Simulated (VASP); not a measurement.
InAs: single point with PBE

InAs:

```
In As
1.0
     0.00000    3.12511    3.12511
     3.12511    0.00000    3.12511
     3.12511    3.12511    0.00000
In As
1 1
Direct
  0.00000 0.00000 0.00000
  0.25000 0.25000 0.25000
```

```yaml
Program: VASP 6.6.1
Task: single point
Functional: PBE
Potentials_or_basis: VASP PAW PBE potentials, release 64 (In_d, As)
Cutoff: 520 eV
k_mesh: 6 × 6 × 6
Occupations: fermi-dirac, width 0.02 eV
Spin: no spin polarisation
Dipole_correction: no
Further_INCAR_settings: ALGO = Normal; EDIFF = 1e-07; NBANDS = 16
```

| Item | Value |
| --- | --- |
| Pressure | -1.3 GPa |
| Band gap on the k mesh | zero (filled and empty bands touch) |

Levels at points of the mesh, in eV from the Fermi level:
| k point | band 7 | band 8 | band 9 | band 10 | band 11 | band 12 |
| --- | --- | --- | --- | --- | --- | --- |
| (0.00, 0.00, 0.00) | -0.71 | -0.01 | -0.01 | -0.01 | 3.83 | 3.83 |
| (0.50, 0.00, 0.00) | -5.32 | -0.87 | -0.87 | 0.73 | 4.59 | 4.59 |
| (0.50, 0.50, 0.00) | -5.46 | -2.03 | -2.03 | 1.68 | 2.01 | 8.56 |

Run time: 23 s on 1 thread of Intel(R) Xeon(R) Platinum 8259CL CPU @ 2.50GHz (Skylake/Cascade Lake), on a shared host, peak memory 0.21 GiB.

Caveat: semilocal functionals underestimate gaps, so a narrow gap can read as zero; spin-orbit coupling is left out, which moves the levels of the heavy elements.
